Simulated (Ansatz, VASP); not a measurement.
## Two plane-wave programs on MgO

The input INCAR:

```
ALGO = Normal ; EDIFF = 1E-7
ENCUT = 520 ; GGA = PE
ISIF = 2 ; ISMEAR = 0
LASPH = T ; LCHARG = T
LELF = T ; LREAL = F
LVHAR = T ; LWAVE = F
NBANDS = 36 ; NELM = 60
PREC = Accurate ; SIGMA = 0.05
```

The input KPOINTS:

```
k-points
0
Gamma
  7 7 2
```

File POSCAR:

```
MgO
1.0
   -3.5213164963      0.0000000000      0.0000000000
   -1.7606582481     -3.0495495406      0.0000000000
   -1.1737721654     -1.0165165135     12.7181472718
Mg O
6 6
Direct
    0.6527750000      0.6388833333      0.0833500000
    0.5972194444      0.5277722222      0.4166833333
    0.5416638889      0.4166611111      0.7500166667
    0.1805527778      0.0277722222      0.9166833333
    0.2916638889      0.2499944444      0.2500166667
    0.2361083333      0.1388833333      0.5833500000
    0.5138861111      0.3611055556      0.9166833333
    0.6249972222      0.5833277778      0.2500166667
    0.5694416667      0.4722166667      0.5833500000
    0.3194416667      0.3055500000      0.0833500000
    0.2638861111      0.1944388889      0.4166833333
    0.2083305556      0.0833277778      0.7500166667
```

Input for Ansatz:

```yaml
crystal:
  lattice:
    - [-3.5213164963, 0.0, 0.0]
    - [-1.7606582481, -3.0495495406, 0.0]
    - [-1.1737721654, -1.0165165135, 12.7181472718]
  atoms:
    - { symbol: Mg, position: [0.652775, 0.6388833333, 0.08335] }
    - { symbol: Mg, position: [0.5972194444, 0.5277722222, 0.4166833333] }
    - { symbol: Mg, position: [0.5416638889, 0.4166611111, 0.7500166667] }
    - { symbol: Mg, position: [0.1805527778, 0.0277722222, 0.9166833333] }
    - { symbol: Mg, position: [0.2916638889, 0.2499944444, 0.2500166667] }
    - { symbol: Mg, position: [0.2361083333, 0.1388833333, 0.58335] }
    - { symbol: O, position: [0.5138861111, 0.3611055556, 0.9166833333] }
    - { symbol: O, position: [0.6249972222, 0.5833277778, 0.2500166667] }
    - { symbol: O, position: [0.5694416667, 0.4722166667, 0.58335] }
    - { symbol: O, position: [0.3194416667, 0.30555, 0.08335] }
    - { symbol: O, position: [0.2638861111, 0.1944388889, 0.4166833333] }
    - { symbol: O, position: [0.2083305556, 0.0833277778, 0.7500166667] }
basis:
  ecutwfc: 520.0
kpoints:
  mp_grid: { grid: [7, 7, 2] }
hamiltonian:
  xc: pbe
  pseudopotentials: { kind: paw, azcp: { folder: soft_1 } }
scf:
  occupations: { method: gaussian, width: 0.05 }
output:
  forces: true
  stress: true
  eigenvalues: true
```

Alike in both runs: task single point; functional PBE; k mesh 7 × 7 × 2; occupations gaussian, width 0.05 eV; no spin polarisation.

|  | VASP | Ansatz |
| --- | --- | --- |
| version | VASP 6.6.1 | Ansatz 0.2.0 |
| potentials or method | VASP PAW PBE potentials, release 64 (Mg, O), cutoff 520 eV | scalar-relativistic, plane waves, PAW |
| valence electrons in the cell | 48 | 96 |

```csv
,VASP,Ansatz,Ansatz less VASP
gap on the k mesh at the Fermi level (eV),1.53,1.57,+0.033
least direct gap on the mesh (eV),1.53,1.57,+0.033
pressure (GPa),0.9,1.5,+0.53
"traceless stress, the component that is largest in VASP (GPa)",9.36,9.37,+0.007
rms of the force components (eV/Å),0.817,0.813,-0.0039
```

Atom by atom the forces differ by 0.008 eV/Å (rms over components). VASP's potentials hold 48 valence electrons a cell and Ansatz's 96, so a difference there can come from the potentials and not from the codes.
